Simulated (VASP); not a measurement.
# Ru4C in VASP: a series of runs, part 2 of 2

VASP 6.6.1. Earlier steps stand in the parts before.

### 3 Single point, LDA

INCAR

```
SYSTEM = Ru4C
ALGO = Normal ; DIPOL = 0.5 0.5 0.372
EDIFF = 1E-7 ; ENCUT = 520
GGA = CA ; IDIPOL = 3
ISIF = 2 ; ISMEAR = 0
LASPH = .TRUE. ; LCHARG = .FALSE.
LDIPOL = .TRUE. ; LREAL = .FALSE.
LWAVE = .FALSE. ; NBANDS = 38
NELM = 80 ; PREC = Accurate
SIGMA = 0.1
```

KPOINTS

```
k-points
0
G
  12 12 1
  0 0 0
```

POSCAR

```
Ru4C
1.0
    2.6740588508      0.0000000000      0.0000000000
   -1.3370294254      2.3158028960      0.0000000000
    0.0000000000      0.0000000000     21.7622039047
Ru C
4 1
Direct
    0.6666666666      0.3333333333      0.1838049132
    0.3333333334      0.6666666667      0.2809173428
    0.6666666666      0.3333333333      0.3776317450
    0.3333333334      0.6666666667      0.4715608745
    0.5000000000      1.0000000000      0.5440824848
```

Potentials or basis: VASP PAW LDA potentials, release 64 (Ru_pv, C).

Run with:

```sh
> cat potpaw_LDA.64/Ru_pv/POTCAR potpaw_LDA.64/C/POTCAR > POTCAR
> mpirun -np 1 vasp_std > vasp.out
```

Wall time 6.8 min (1 thread of AMD EPYC 7R13 (Zen 3), shared host); peak memory 0.28 GiB.

Results (log left out):

* Free energy: -47.2229 eV
* Largest force: 2.253 eV/Å
* Band gap on the k mesh: zero (band 30 reaches 3.52 eV, above the bottom of band 31 at 0.98 eV)

Forces on the atoms (eV/Å):
```
Ru   0.000 -0.043  0.946
Ru   0.000  0.085 -0.860
Ru   0.000 -0.308 -2.232
Ru   0.000 -0.736  1.900
C    0.000  1.001  0.246
```

Levels at points of the mesh, in eV from the Fermi level:
```
           k point  band 26  band 27  band 28  band 29  band 30  band 31  band 32  band 33
(0.00, 0.00, 0.00)    -2.34    -2.11    -2.05    -1.33    -1.06    -0.58    -0.18     0.29
(0.50, 0.00, 0.00)    -0.79    -0.48     0.40     1.09     1.38     1.50     1.64     1.85
(0.00, 0.50, 0.00)    -0.87    -0.50     0.23     1.12     1.42     1.44     1.56     1.84
```

### 4 Single point, LDA

INCAR

```
  PREC = Accurate
  ENCUT = 520
  EDIFF = 1E-6
  ISMEAR = 0
  SIGMA = 0.1
  LREAL = False
  LASPH = True
  NELM = 60
  ALGO = Normal
  ISIF = 2
  LWAVE = False
  LCHARG = False
  LDIPOL = True
  IDIPOL = 3
  DIPOL = 0.5 0.5 0.372
  GGA = CA
  NBANDS = 38
```

KPOINTS

```
Automatic mesh
0
Gamma
  12 12 1
```

POSCAR

```
Ru4C
1.0
    2.6740588508      0.0000000000      0.0000000000
   -1.3370294254      2.3158028960      0.0000000000
    0.0000000000      0.0000000000     21.7622039047
Ru C
4 1
Direct
    0.6666666667      0.3333333334      0.1838049132
    0.3333333333      0.6666666667      0.2809173428
    0.6666666667      0.3333333334      0.3776317450
    0.3333333333      0.6666666667      0.4715608745
    0.6666666667      0.8333333334      0.5436892140
```

Potentials or basis: VASP PAW LDA potentials, release 64 (Ru_pv, C).

Run with:

```sh
> cat potpaw_LDA.64/Ru_pv/POTCAR potpaw_LDA.64/C/POTCAR > POTCAR
> mpirun -np 1 vasp_std > vasp.out
```

OUTCAR:

```text
PREC = Accurate
   ENCUT = 520
   EDIFF = 1E-6
   ISMEAR = 0
   LREAL = False
   LASPH = True
   NELM = 60
   ISIF = 2
   GGA = CA

 ion  position               nearest neighbor table
   1  0.667  0.333  0.184-   2 2.62   2 2.62   2 2.62
   2  0.333  0.667  0.281-   3 2.61   3 2.61   3 2.61   1 2.62   1 2.62   1 2.62
   3  0.667  0.333  0.378-   4 2.56   4 2.56   4 2.56   2 2.61   2 2.61   2 2.61
   4  0.333  0.667  0.472-   5 1.75   3 2.56   3 2.56   3 2.56   5 2.58   5 2.58
   5  0.667  0.833  0.544-   4 1.75   4 2.58   4 2.58

  LATTYP: Found a hexagonal cell.
 ALAT       =     2.6740588508
 C/A-ratio  =     8.1382666272

  Lattice vectors:

 A1 = (   2.6740588508,   0.0000000000,   0.0000000000)
 A2 = (  -1.3370294254,   2.3158028960,   0.0000000000)
 A3 = (   0.0000000000,   0.0000000000,  21.7622039047)

Analysis of symmetry for initial positions (statically):
=====================================================================
 Subroutine PRICEL returns:
 Original cell was already a primitive cell.

 Routine SETGRP: Setting up the symmetry group for a
 hexagonal supercell.

 Subroutine GETGRP returns: Found  2 space group operations
[... 184 lines left out ...]
      1     -41.6612      2.00000
      2     -41.2642      2.00000
      3     -40.7212      2.00000
      4     -40.5535      2.00000
      5     -40.5462      2.00000
      6     -40.5161      2.00000
[... 973 lines left out ...]
     37       5.0418      0.00000
     38       5.6262      0.00000

 [... further k-points ...]

------------------------ aborting loop because EDIFF is reached ----------------------------------------

 vacuum level on the upper side and lower side of the slab       (xc-potential included)         0.605        -0.910

  FORCE on cell =-STRESS in cart. coord.  units (eV):
  Direction    XX          YY          ZZ          XY          YZ          ZX
  --------------------------------------------------------------------------------------
  -------------------------------------------------------------------------------------
  Total        1.0595013      0.6834705      2.6255199      0.3256522      1.4227541      2.4642816
  in kB       12.5961154      8.1255904     31.2140753      3.8715882     16.9147271     29.2971573
  external PRESSURE =      17.3119270 kB  Pullay stress =       0.0000000 kB

 VOLUME and BASIS-vectors are now :
 -----------------------------------------------------------------------------
  energy-cutoff  :      520.00
  volume of cell :      134.76
      direct lattice vectors                 reciprocal lattice vectors
     2.674058851  0.000000000  0.000000000     0.373963348  0.215907840  0.000000000
    -1.337029425  2.315802896  0.000000000     0.000000000  0.431815679  0.000000000
     0.000000000  0.000000000 21.762203905     0.000000000  0.000000000  0.045951228

 POSITION                                       TOTAL-FORCE (eV/Angst)
 -----------------------------------------------------------------------------------
      1.33703      0.77193      4.00000        -0.112810     -0.065131      0.887026
     -0.00000      1.54387      6.11338         0.074911      0.043250     -0.750519
      1.33703      0.77193      8.21810        -0.389057     -0.224622     -2.302035
     -0.00000      1.54387     10.26220        -0.384839     -0.222187      1.900157
      0.66851      1.92984     11.83188         0.811795      0.468690      0.265371
 -----------------------------------------------------------------------------------
    total drift:                                0.000013      0.000007     -0.000302

  FREE ENERGIE OF THE ION-ELECTRON SYSTEM (eV)
  ---------------------------------------------------
  free  energy   TOTEN  =       -47.2903813073 eV

  energy  without entropy=      -47.2769515836  energy(sigma->0) =      -47.28366645

 vacuum level on the upper side and lower side of the slab         9.026         7.463
```

OSZICAR:

```text
N       E                     dE             d eps       ncg     rms          rms(c)
DAV:   1     0.636403104846E+03    0.63640E+03   -0.37593E+04  3900   0.153E+03
DAV:   2    -0.293353554897E+02   -0.66574E+03   -0.64377E+03  3588   0.459E+02
DAV:   3    -0.501825853691E+02   -0.20847E+02   -0.19886E+02  3920   0.818E+01
[... 25 lines left out ...]
DAV:  29    -0.472903704307E+02   -0.26390E-05   -0.37538E-07  1826   0.410E-03    0.461E-03
DAV:  30    -0.472903772701E+02   -0.68394E-05   -0.62014E-07  2036   0.316E-03    0.464E-03
DAV:  31    -0.472903791391E+02   -0.18691E-05   -0.19176E-07  1778   0.228E-03    0.368E-03
DAV:  32    -0.472903808017E+02   -0.16625E-05   -0.64456E-07  1954   0.442E-03    0.197E-03
DAV:  33    -0.472903813073E+02   -0.50562E-06   -0.12237E-07  1754   0.188E-03
   1 F= -.47290381E+02 E0= -.47283666E+02  d E =-.134297E-01
```

It used 350 s of CPU time on 1 thread of AMD EPYC 7R13 Processor (Zen 3) (shared host).

Results:

- Free energy: -47.2904 eV
- Largest force: 2.345 eV/Å
- Band gap on the k mesh: zero (band 30 reaches 3.60 eV, above the bottom of band 31 at 0.95 eV)

Forces on the atoms (eV/Å):
```
Ru  -0.113 -0.065  0.887
Ru   0.075  0.043 -0.751
Ru  -0.389 -0.225 -2.302
Ru  -0.385 -0.222  1.900
C    0.812  0.469  0.265
```
